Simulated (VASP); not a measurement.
# Ti12B24F (a cell with a defect) in VASP: single point with PBE

Aim: the single point of Ti12B24F (a cell with a defect) with PBE.

All numbers are computed with VASP 6.6.1; they aren't measurements. Logs are shortened: lines on timing, memory, paths and dates and some standing lists are left out, and cuts for length are marked.

## 1. The cell of the first run

The cell holds a defect, 37 atoms: a = 6.064 Å, b = 9.095 Å, c = 6.448 Å, α = 90.00°, β = 90.00°, γ = 120.00°.

## 2. Single point, PBE

Contents of INCAR:

```
SYSTEM = Ti12B24F
  PREC = Accurate
  ENCUT = 520
  EDIFF = 1E-6
  ISMEAR = 1
  SIGMA = 0.1
  LREAL = Auto
  LASPH = .True.
  NELM = 80
  ALGO = Normal
  ISIF = 2
  LWAVE = .False.
  LCHARG = .False.
  GGA = PE
  NBANDS = 136
```

Contents of KPOINTS:

```
regular mesh
0
Gamma
  3 2 2
  0 0 0
```

Contents of POSCAR:

```
Ti12B24F
1.0
    6.0635047200      0.0000000600      0.0000000000
   -4.5476286100      7.8767236400      0.0000000000
    0.0000000000      0.0000000000      6.4483601600
Ti B F
12 24 1
Direct
   -0.0032450097     -0.0346147729     -0.0133340877
   -0.0012643112     -0.0023555479      0.4979912598
    0.0013079962      0.3676116025     -0.0133192002
   -0.0006710170      0.3353601219      0.4979962223
   -0.0009571317      0.6665059281     -0.0010408848
   -0.0009609026      0.6665118950      0.4959265489
    0.4915811784     -0.0036333672     -0.0017089616
    0.4907412999     -0.0037566418      0.5013821995
    0.5064663428      0.3366359023     -0.0017069456
    0.5073118660      0.3367579073      0.5013854561
    0.4990281691      0.6665112565     -0.0022427407
    0.4990316425      0.6665064321      0.4968331359
    0.1788275690      0.2265556176      0.2926418428
    0.3319138708      0.1107984766      0.2534576170
    0.1686309771      0.2230561932      0.7257724265
    0.3316905879      0.1116923762      0.7493605940
    0.1666858619      0.5574561443      0.2504281647
    0.3318639170      0.4445621225      0.2520888970
    0.1674173049      0.5593512216      0.7413636772
    0.3309037738      0.4436744438      0.7473476792
    0.1668780036      0.8872033995      0.2514597448
    0.3329358242      0.7775443522      0.2500131754
    0.1679567676      0.8860874532      0.7421440306
    0.3355737207      0.7783599197      0.7458876180
    0.6661445489      0.2222058358      0.2534535850
    0.8192333860      0.1064566931      0.2926396717
    0.6663669611      0.2213090162      0.7493613694
    0.8294282722      0.1099457071      0.7257711858
    0.6651295281      0.5554677503      0.2500130204
    0.8311866823      0.4458078143      0.2514631565
    0.6624907218      0.5546472315      0.7458904094
    0.8301091013      0.4469183015      0.7421499236
    0.6661966881      0.8884454095      0.2520899825
    0.8313804749      0.7755583704      0.2504241326
    0.6671561698      0.8893297874      0.7473453530
    0.8306467450      0.7736569453      0.7413590248
   -0.0009678175      0.1664946061      0.0489699694
```

Potentials or basis: VASP PAW PBE potentials, release 64 (Ti_sv, B, F).

Started as:

```console
cat potpaw_PBE.64/Ti_sv/POTCAR potpaw_PBE.64/B/POTCAR potpaw_PBE.64/F/POTCAR > POTCAR
mpirun -np 1 vasp_std > vasp.out
```

OUTCAR:

```text
SYSTEM = Ti12B24F
   PREC = Accurate
   ENCUT = 520
   EDIFF = 1E-6
   ISMEAR = 1
   LREAL = Auto
   LASPH = .True.
   NELM = 80
   ISIF = 2
   GGA = PE

 ion  position               nearest neighbor table
   1  0.997  0.965  0.987-  37 1.87  36 2.19  23 2.20  34 2.27  21 2.28  35 2.34  16 2.35  33 2.46
                            14 2.48   5 2.73   7 2.87  11 2.88
   2  0.999  0.998  0.498-  26 2.23  13 2.24  28 2.30  15 2.30  14 2.36  33 2.36  36 2.36  21 2.37
                            23 2.37  34 2.37  35 2.37  16 2.38
   3  0.001  0.368  0.987-  37 1.87  19 2.19  32 2.20  17 2.27  30 2.28  20 2.34  27 2.35  18 2.46
                            25 2.48   5 2.73   9 2.87  11 2.88
   4  0.999  0.335  0.498-  13 2.23  26 2.24  15 2.30  28 2.30  25 2.36  18 2.36  19 2.36  30 2.37
                            32 2.37  17 2.37  20 2.37  27 2.38
   5  0.999  0.667  0.999-  17 2.38  34 2.38  21 2.38  30 2.38  22 2.39  29 2.39  23 2.39  32 2.39
                            19 2.40  36 2.40  24 2.41  31 2.41   1 2.73   3 2.73
   6  0.999  0.667  0.496-  36 2.34  19 2.34  21 2.35  30 2.35  23 2.35  32 2.35  17 2.35  34 2.35
                            22 2.36  29 2.36  24 2.39  31 2.39
   7  0.492  0.996  0.998-  21 2.36  24 2.37  22 2.37  23 2.37  16 2.37  27 2.39  14 2.39  35 2.40
                            33 2.41  25 2.42  28 2.50   1 2.87
   8  0.491  0.996  0.501-  26 2.19  28 2.29  23 2.30  24 2.33  21 2.34  14 2.36  22 2.37  16 2.37
                            35 2.38  27 2.39  33 2.39  25 2.39
   9  0.506  0.337  0.998-  30 2.36  31 2.37  29 2.37  32 2.37  27 2.37  16 2.39  25 2.39  20 2.39
                            18 2.41  14 2.42  15 2.50   3 2.87
  10  0.507  0.337  0.501-  13 2.19  15 2.29  32 2.30  31 2.33  30 2.34  25 2.36  29 2.37  27 2.37
                            20 2.38  16 2.39  18 2.39  14 2.39
  11  0.499  0.667  0.998-  24 2.38  31 2.38  35 2.38  20 2.38  22 2.39  29 2.39  17 2.39  34 2.39
                            33 2.40  18 2.40  19 2.40  36 2.40   1 2.88   3 2.88
  12  0.499  0.667  0.497-  36 2.35  19 2.35  33 2.36  18 2.36  17 2.36  34 2.36  22 2.36  29 2.36
                            24 2.37  31 2.37  35 2.39  20 2.39
  13  0.179  0.227  0.293-  14 1.74  18 1.74  37 1.83  26 1.89  10 2.19   4 2.23   2 2.24
  14  0.332  0.111  0.253-  13 1.74  25 1.76  21 1.76   2 2.36   8 2.36  10 2.39   7 2.39   9 2.42
                             1 2.48
  15  0.169  0.223  0.726-  16 1.74  20 1.74  28 1.78  10 2.29   4 2.30   2 2.30   9 2.50
  16  0.332  0.112  0.749-  15 1.74  27 1.76  23 1.78   1 2.35   8 2.37   7 2.37   2 2.38  10 2.39
                             9 2.39
  17  0.167  0.557  0.250-  22 1.73  18 1.76  30 1.76   3 2.27   6 2.35  12 2.36   4 2.37   5 2.38
                            11 2.39
  18  0.332  0.445  0.252-  13 1.74  29 1.75  17 1.76  12 2.36   4 2.36  10 2.39  11 2.40   9 2.41
                             3 2.46
  19  0.167  0.559  0.741-  24 1.73  20 1.77  32 1.77   3 2.19   6 2.34  12 2.35   4 2.36   5 2.40
                            11 2.40
  20  0.331  0.444  0.747-  31 1.74  15 1.74  19 1.77   3 2.34   4 2.37  10 2.38  11 2.38  12 2.39
                             9 2.39
  21  0.167  0.887  0.251-  22 1.74  14 1.76  34 1.76   1 2.28   8 2.34   6 2.35   7 2.36   2 2.37
[... 14 lines left out ...]
                            11 2.39
  30  0.831  0.446  0.251-  29 1.74  25 1.76  17 1.76   3 2.28  10 2.34   6 2.35   9 2.36   4 2.37
                             5 2.38
  31  0.662  0.555  0.746-  36 1.73  32 1.73  20 1.74  10 2.33   9 2.37  12 2.37  11 2.38   6 2.39
                             5 2.41
  32  0.830  0.447  0.742-  31 1.73  19 1.77  27 1.78   3 2.20  10 2.30   6 2.35   4 2.37   9 2.37
                             5 2.39
  33  0.666  0.888  0.252-  26 1.74  22 1.75  34 1.76  12 2.36   2 2.36   8 2.39  11 2.40   7 2.41
                             1 2.46
  34  0.831  0.776  0.250-  29 1.73  33 1.76  21 1.76   1 2.27   6 2.35  12 2.36   2 2.37   5 2.38
                            11 2.39
  35  0.667  0.889  0.747-  24 1.74  28 1.74  36 1.77   1 2.34   2 2.37   8 2.38  11 2.38  12 2.39
                             7 2.40
  36  0.831  0.774  0.741-  31 1.73  35 1.77  23 1.77   1 2.19   6 2.34  12 2.35   2 2.36   5 2.40
                            11 2.40
  37  0.999  0.166  0.049-  26 1.83  13 1.83   1 1.87   3 1.87

  LATTYP: Found a simple monoclinic cell.
 ALAT       =     6.0635047200
 B/A-ratio  =     1.0634707909
 C/A-ratio  =     1.3228756557
 COS(beta)  =    -0.1889822375

  Lattice vectors:

 A1 = (   6.0635047200,   0.0000000600,   0.0000000000)
 A2 = (   0.0000000000,   0.0000000000,   6.4483601600)
 A3 = (  -1.5158761100,  -7.8767237000,   0.0000000000)

Analysis of symmetry for initial positions (statically):
=====================================================================
 Subroutine PRICEL returns:
 Original cell was already a primitive cell.

 Routine SETGRP: Setting up the symmetry group for a
 simple monoclinic supercell.

 Subroutine GETGRP returns: Found  1 space group operations
 (whereof  1 operations were pure point group operations)
 out of a pool of  4 trial point group operations.

The static configuration has the point symmetry C_1 .

Analysis of symmetry for dynamics (positions and initial velocities):
=====================================================================
 Subroutine PRICEL returns:
[... 143 lines left out ...]
|                                                                             |
|     Results are often still useful ...                                      |
|                                                                             |
 -----------------------------------------------------------------------------

 Subroutine IBZKPT returns following result:
 ===========================================

 Found      8 irreducible k-points:

 Following reciprocal coordinates:
            Coordinates               Weight
  0.000000  0.000000  0.000000      1.000000
  0.333333  0.000000  0.000000      2.000000
  0.000000  0.500000  0.000000      1.000000
  0.333333  0.500000  0.000000      2.000000
  0.000000  0.000000  0.500000      1.000000
  0.333333  0.000000  0.500000      2.000000
  0.000000  0.500000  0.500000      1.000000
  0.333333  0.500000  0.500000      2.000000
   k-points           NKPTS =      8   k-points in BZ     NKDIM =      8   number of bands    NBANDS=    136
   number of dos      NEDOS =    301   number of ions     NIONS =     37
   total plane-waves  NPLWV = 161280
   dimension x,y,z NGX =    48 NGY =   70 NGZ =   48
   dimension x,y,z NGXF=    96 NGYF=  140 NGZF=   96
   ions per type =              12  24   1
   NGX,Y,Z   is equivalent  to a cutoff of  13.16, 12.79, 12.37 a.u.
   NGXF,Y,Z  is equivalent  to a cutoff of  26.32, 25.59, 24.75 a.u.
 SYSTEM =  Ti12B24F
   PREC   = accura    normal or accurate (medium, high low for compatibility)
   ISTART =      0    job   : 0-new  1-cont  2-samecut
   ICHARG =      2    charge: 1-file 2-atom 10-const
   ISPIN  =      1    spin polarized calculation?
   LNONCOLLINEAR =      F non collinear calculations
   LSORBIT =      F    spin-orbit coupling
   LASPH  =      T    aspherical Exc in radial PAW
   ENCUT  =  520.0 eV  38.22 Ry    6.18 a.u.  11.27 16.91 11.99*2*pi/ulx,y,z
   NELM   =     80;   NELMIN=  2; NELMDL= -5     # of ELM steps
   EDIFF  = 0.1E-05   stopping-criterion for ELM
   LREAL  =      T    real-space projection
   EDIFFG = 0.1E-04   stopping-criterion for IOM
   NSW    =      0    number of steps for IOM
   IBRION =     -1    ionic relax: 0-MD 1-quasi-New 2-CG
   NFREE  =      0    steps in history (QN), initial steepest desc. (CG)
   ISIF   =      2    stress and relaxation
   ISYM   =      2    0-nonsym 1-usesym 2-fastsym
   POTIM  = 0.5000    time-step for ionic-motion
   TEBEG  =    0.0;   TEEND  =   0.0 temperature during run
   PSTRESS=    0.0 pullay stress
   NELECT =     223.0000    total number of electrons
   NUPDOWN=      -1.0000    fix difference up-down
   EMIN   =  10.00;   EMAX   =-10.00  energy-range for DOS
   EFERMI =   0.00;   METHOD = LEGACY
   ISMEAR =     1;   SIGMA  =   0.10  broadening in eV -4-tet -1-fermi 0-gaus
   EFERMI_NEDOS =   21; number of points for ismear=-14 and -15
   IALGO  =     38    algorithm
   IMIX   =      4    mixing-type and parameters
     AMIX     =   0.40;   BMIX     =  1.00
     AMIX_MAG =   1.60;   BMIX_MAG =  1.00
  volume/ion in A,a.u.               =       8.32        56.17
  Fermi-wavevector in a.u.,A,eV,Ry     =   1.470066  2.778022 29.403480  2.161095
  Thomas-Fermi vector in A             =   2.585368
   LORBIT       =      0    0 simple, 1 ext, 2 COOP (PROOUT), +10 PAW based schemes
   GGA     = PE    functional components
   LHFCALC =     F    Hartree Fock is set to
   AEXX    =    0.0000 exact exchange contribution
   IVDW    =     0    specifies the selected vdW correction
   LEPSILON=     F    determine dielectric tensor
   LRPA    =     F    only Hartree local field effects (RPA)
 non-spin polarized calculation
 Methfessel and Paxton  Order N= 1 SIGMA  =   0.10
  energy-cutoff  :      520.00
  volume of cell :      307.98
 maximum number of plane-waves:      8324
 NGX is ok and might be reduce to    48
   NGX = 23   NGY = 33   NGZ = 23

 number of electron     223.0000017 magnetization

 Free energy of the ion-electron system (eV)
  ---------------------------------------------------
  ext. energy  EPLUGINS =         0.00000000
  ---------------------------------------------------
  free energy    TOTEN  =      -289.66029329 eV

  energy without entropy =     -289.66264589  energy(sigma->0) =     -289.66107749

 E-fermi :  10.1752     XC(G=0): -12.8610

 val. band max:       10.1224239073   @ k =   0.3333   0.5000   0.5000
 cond. band min:      10.1784201899   @ k =   0.0000   0.5000   0.0000
 fundamental gap:      0.0559962826
 Fermi energy:        10.1752184202

 k-point     1 :       0.0000    0.0000    0.0000
  band No.  band energies     occupation
      1     -46.8498      2.00000
      2     -46.8354      2.00000
      3     -46.7658      2.00000
      4     -46.7560      2.00000
      5     -46.6895      2.00000
      6     -46.6499      2.00000
[... 997 lines left out ...]
    122      11.7635     -0.00000
    123      11.8036     -0.00000
 [bands above 123 left out]

------------------------ aborting loop because EDIFF is reached ----------------------------------------

  FORCE on cell =-STRESS in cart. coord.  units (eV):
  Direction    XX          YY          ZZ          XY          YZ          ZX
  --------------------------------------------------------------------------------------
  -------------------------------------------------------------------------------------
  Total       17.9291158     23.3361202     25.0402420     -5.3387451     -0.0179654      0.0025415
  in kB       93.2719030    121.4005402    130.2658228    -27.7735342     -0.0934604      0.0132217
  external PRESSURE =     114.9794220 kB  Pullay stress =       0.0000000 kB

 VOLUME and BASIS-vectors are now :
 -----------------------------------------------------------------------------
  energy-cutoff  :      520.00
  volume of cell :      307.98
      direct lattice vectors                 reciprocal lattice vectors
     6.063504720  0.000000060  0.000000000     0.164921121  0.095217255  0.000000000
    -4.547628610  7.876723640  0.000000000    -0.000000001  0.126956339  0.000000000
     0.000000000  0.000000000  6.448360160     0.000000000  0.000000000  0.155078187

 POSITION                                       TOTAL-FORCE (eV/Angst)
 -----------------------------------------------------------------------------------
      1.65362      7.60407      6.36238         0.045868     -0.079722     -0.026473
      1.51892      7.85817      3.21123        -0.003459      0.001930      0.008933
     -1.66383      2.89557      6.36247        -0.051209      0.078164     -0.036118
      4.53434      2.64154      3.21126        -0.004228      0.004112      0.001365
      3.02668      5.24988      6.44165         0.001951     -0.003321     -0.000405
      3.02663      5.24993      3.19791         0.004137     -0.004118     -0.011468
[... 29 lines left out ...]
      1.51833      6.09388      4.78055        -0.001460     -0.000046     -0.002463
      5.30048      1.31143      0.31578        -0.002106      0.000828      0.057714
 -----------------------------------------------------------------------------------
    total drift:                                0.026558      0.008471     -0.007364

  FREE ENERGIE OF THE ION-ELECTRON SYSTEM (eV)
  ---------------------------------------------------
  free  energy   TOTEN  =      -289.6602932890 eV

  energy  without entropy=     -289.6626458876  energy(sigma->0) =     -289.66107749
```

Run time: 6.6 min. Hardware: 1 thread of Intel Xeon 6975P-C (Granite Rapids), shared host; peak memory 0.52 GiB.

Results:

```yaml
Free_energy: -289.6603 eV
Pressure: 11.5 GPa
Largest_force: 0.100 eV/Å
Band_gap_on_the_k_mesh: zero (an odd number of electrons rules out a gap without spin polarisation)
```

Forces on the atoms (eV/Å):
```
Ti   0.046 -0.080 -0.026
Ti  -0.003  0.002  0.009
Ti  -0.051  0.078 -0.036
Ti  -0.004  0.004  0.001
Ti   0.002 -0.003  0.000
Ti   0.004 -0.004 -0.011
Ti   0.013 -0.003  0.003
Ti   0.001 -0.004  0.003
Ti  -0.008  0.006  0.011
Ti   0.014  0.017 -0.001
Ti   0.006 -0.010 -0.005
Ti   0.005  0.001 -0.009
B    0.009  0.007 -0.008
B   -0.001 -0.004  0.002
B   -0.006 -0.001  0.006
B    0.000 -0.004 -0.003
B    0.000 -0.002  0.005
B   -0.003  0.003  0.003
B   -0.001  0.000 -0.003
B   -0.003  0.000 -0.003
B   -0.003  0.002  0.005
B    0.000 -0.001  0.002
B   -0.001  0.000 -0.003
B    0.000 -0.002  0.000
B   -0.001  0.002  0.002
B   -0.011 -0.008 -0.008
B   -0.001  0.003 -0.003
B    0.005 -0.001  0.006
B   -0.002  0.000  0.002
B    0.000  0.000  0.004
B   -0.002  0.001 -0.001
B    0.000 -0.001 -0.003
B    0.001 -0.001  0.003
B   -0.001  0.001  0.004
B    0.001  0.001 -0.002
B   -0.001  0.000 -0.002
F   -0.002  0.001  0.058
```

Caveat: the k points lie up to 0.49 Å⁻¹ apart, too coarse for converged energies and pressures of a metal; an odd number of electrons without spin polarisation forces a metal; a magnetic or distorted state may lie lower.
